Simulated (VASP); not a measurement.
# BaF2 (Fm-3m) in VASP: further runs, part 2 of 2

VASP 6.6.1. Earlier steps stand in the parts before.

## 4. Single point, PBE

This run uses another cell than the first one, of 20.31 Å³/atom.

INCAR reads:

```
SYSTEM = BaF2
  PREC = Accurate
  ENCUT = 600
  EDIFF = 1E-6
  ISMEAR = -1
  SIGMA = 0.02
  LREAL = .False.
  LASPH = .True.
  NELM = 120
  ALGO = Normal
  ISIF = 2
  LWAVE = .False.
  LCHARG = .True.
  GGA = PE
  LELF = .True.
  LVHAR = .True.
  NBANDS = 19
  GGA_COMPAT = .False.
```

KPOINTS reads:

```
Automatic mesh
0
Gamma
  6 6 6
  0 0 0
```

POSCAR reads:

```
BaF2
1.0
    0.0000000000      3.1230009549      3.1230009549
    3.1230009549      0.0000000000      3.1230009549
    3.1230009549      3.1230009549      0.0000000000
Ba F
1 2
Direct
    0.0000000000      0.0000000000      0.0000000000
    0.2500000000      0.2500000000      0.2500000000
    0.7500000000      0.7500000000      0.7500000000
```

Potentials or basis: VASP PAW PBE potentials, release 64 (Ba_sv, F).

The run is started by

```sh
$ cat potpaw_PBE.64/Ba_sv/POTCAR potpaw_PBE.64/F/POTCAR > POTCAR
$ mpirun -np 1 vasp_std > vasp.out
```

OUTCAR:

```text
SYSTEM = BaF2
   PREC = Accurate
   ENCUT = 600
   EDIFF = 1E-6
   ISMEAR = -1
   LREAL = .False.
   LASPH = .True.
   NELM = 120
   ISIF = 2
   GGA = PE

 ion  position               nearest neighbor table
   1  0.000  0.000  0.000-   3 2.70   3 2.70   3 2.70   2 2.70   3 2.70   2 2.70   2 2.70   2 2.70

   2  0.250  0.250  0.250-   1 2.70   1 2.70   1 2.70   1 2.70
   3  0.750  0.750  0.750-   1 2.70   1 2.70   1 2.70   1 2.70

  LATTYP: Found a face centered cubic cell.
 ALAT       =     6.2460019098

  Lattice vectors:

 A1 = (   0.0000000000,   3.1230009549,   3.1230009549)
 A2 = (   3.1230009549,   0.0000000000,   3.1230009549)
 A3 = (   3.1230009549,   3.1230009549,   0.0000000000)

Analysis of symmetry for initial positions (statically):
=====================================================================
 Subroutine PRICEL returns:
 Original cell was already a primitive cell.

 Routine SETGRP: Setting up the symmetry group for a
 face centered cubic supercell.

 Subroutine GETGRP returns: Found 48 space group operations
 (whereof 48 operations were pure point group operations)
 out of a pool of 48 trial point group operations.

The static configuration has the point symmetry O_h .

[... 151 lines left out ...]

 E-fermi :  -1.6916     XC(G=0):  -8.5998

 val. band max:       -2.1702555089   @ k =  -0.1667   0.1667   0.0000
 cond. band min:       4.5066420467   @ k =   0.0000   0.0000   0.0000
 fundamental gap:      6.6768975556
 Fermi energy:        -1.6915762602

 k-point     1 :       0.0000    0.0000    0.0000
  band No.  band energies     occupation
      1     -25.3197      2.00000
      2     -21.0596      2.00000
      3     -21.0385      2.00000
      4     -10.1870      2.00000
      5     -10.1870      2.00000
      6     -10.1870      2.00000
[... 329 lines left out ...]
      6     -10.1686      2.00000
[... 11 lines left out ...]
     18      12.0570      0.00000
     19      12.2837      0.00000

------------------------ aborting loop because EDIFF is reached ----------------------------------------

  FORCE on cell =-STRESS in cart. coord.  units (eV):
  Direction    XX          YY          ZZ          XY          YZ          ZX
  --------------------------------------------------------------------------------------
  -------------------------------------------------------------------------------------
  Total        0.3469473      0.3469473      0.3469473      0.0000000     -0.0000000      0.0000000
  in kB        9.1248934      9.1248934      9.1248934      0.0000000     -0.0000000      0.0000000
  external PRESSURE =       9.1248934 kB  Pullay stress =       0.0000000 kB

 VOLUME and BASIS-vectors are now :
 -----------------------------------------------------------------------------
  energy-cutoff  :      600.00
  volume of cell :       60.92
      direct lattice vectors                 reciprocal lattice vectors
     0.000000000  3.123000955  3.123000955    -0.160102417  0.160102417  0.160102417
     3.123000955  0.000000000  3.123000955     0.160102417 -0.160102417  0.160102417
     3.123000955  3.123000955  0.000000000     0.160102417  0.160102417 -0.160102417

 POSITION                                       TOTAL-FORCE (eV/Angst)
 -----------------------------------------------------------------------------------
      0.00000      0.00000      0.00000         0.000000      0.000000     -0.000000
      1.56150      1.56150      1.56150         0.000000      0.000000      0.000000
      4.68450      4.68450      4.68450        -0.000000     -0.000000     -0.000000
 -----------------------------------------------------------------------------------
    total drift:                                0.000000      0.000000      0.000000

  FREE ENERGIE OF THE ION-ELECTRON SYSTEM (eV)
  ---------------------------------------------------
  free  energy   TOTEN  =       -17.1281669843 eV

  energy  without entropy=      -17.1281669843  energy(sigma->0) =      -17.12816698
```

OSZICAR:

```text
N       E                     dE             d eps       ncg     rms          rms(c)
DAV:   1     0.162650384871E+03    0.16265E+03   -0.13771E+04   608   0.131E+03
DAV:   2    -0.105684904407E+02   -0.17322E+03   -0.16655E+03   778   0.275E+02
DAV:   3    -0.187608767701E+02   -0.81924E+01   -0.81612E+01   732   0.608E+01
DAV:   4    -0.189015091516E+02   -0.14063E+00   -0.14051E+00   775   0.741E+00
DAV:   5    -0.189052039339E+02   -0.36948E-02   -0.36947E-02   710   0.855E-01    0.847E+00
DAV:   6    -0.171116101654E+02    0.17936E+01   -0.76829E+00   635   0.210E+01    0.412E+00
DAV:   7    -0.171010237253E+02    0.10586E-01   -0.26724E-01   661   0.400E+00    0.214E+00
DAV:   8    -0.171185972665E+02   -0.17574E-01   -0.64919E-02   628   0.275E+00    0.294E-01
DAV:   9    -0.171250202066E+02   -0.64229E-02   -0.10064E-02   682   0.713E-01    0.140E-01
DAV:  10    -0.171281499757E+02   -0.31298E-02   -0.32037E-03   653   0.376E-01    0.358E-02
DAV:  11    -0.171281415534E+02    0.84223E-05   -0.12167E-04   703   0.870E-02    0.182E-02
DAV:  12    -0.171281665393E+02   -0.24986E-04   -0.39395E-05   641   0.438E-02    0.368E-03
DAV:  13    -0.171281669843E+02   -0.44500E-06   -0.40947E-07   573   0.514E-03
   1 F= -.17128167E+02 E0= -.17128167E+02  d E =-.564061E-11
```

It took 18 s on 1 thread of Intel Xeon Platinum 8488C (Sapphire Rapids), shared host; peak memory 0.2 GiB.

Results:

```
Free energy            : -17.1282 eV
Pressure               : 0.9 GPa
Band gap on the k mesh : 6.68 eV (least direct gap 6.73 eV)
```

Levels at points of the mesh, in eV from the valence-band top:
```csv
k point,band 8,band 9,band 10,band 11,band 12,band 13,band 14,band 15,band 16,band 17
"(0.00, 0.00, 0.00)",-1.42,-1.42,-0.06,-0.06,-0.06,6.68,9.11,9.11,11.22,11.22
"(0.50, 0.00, 0.00)",-1.03,-0.63,-0.34,-0.16,-0.16,8.98,9.09,9.09,9.71,11.42
"(0.50, 0.50, 0.00)",-0.33,-0.33,-0.32,-0.32,-0.10,7.21,8.90,10.54,11.78,11.78
```

Caveat: spin-orbit coupling is left out, which moves the levels of the heavy elements.

## 5. Overview

```csv
level,potentials or basis,cell,gap on the mesh (eV),pressure (GPa)
LDA,"VASP PAW LDA potentials, release 64 (Ba_sv, F)","a = 4.274 Å, angles 60.0°, 3 atoms",6.73,1.6
PBEsol,"VASP PAW PBE potentials, release 64 (Ba_sv, F)","a = 4.340 Å, angles 60.0°, 3 atoms",6.77,1.2
PBE,"VASP PAW PBE potentials, release 64 (Ba_sv, F)","a = 4.417 Å, angles 60.0°, 3 atoms",6.68,0.9
```

Alike in all rows: task single point; no spin polarisation; k mesh 6 × 6 × 6; cutoff (eV) 600; smearing fermi-dirac 0.02 eV.

Caveats: spin-orbit coupling is left out, which moves the levels of the heavy elements; the PAW data sets were made with another functional, which shifts forces and pressure a little (at least some runs).

Absolute energies hang on the potentials; compare differences alone.
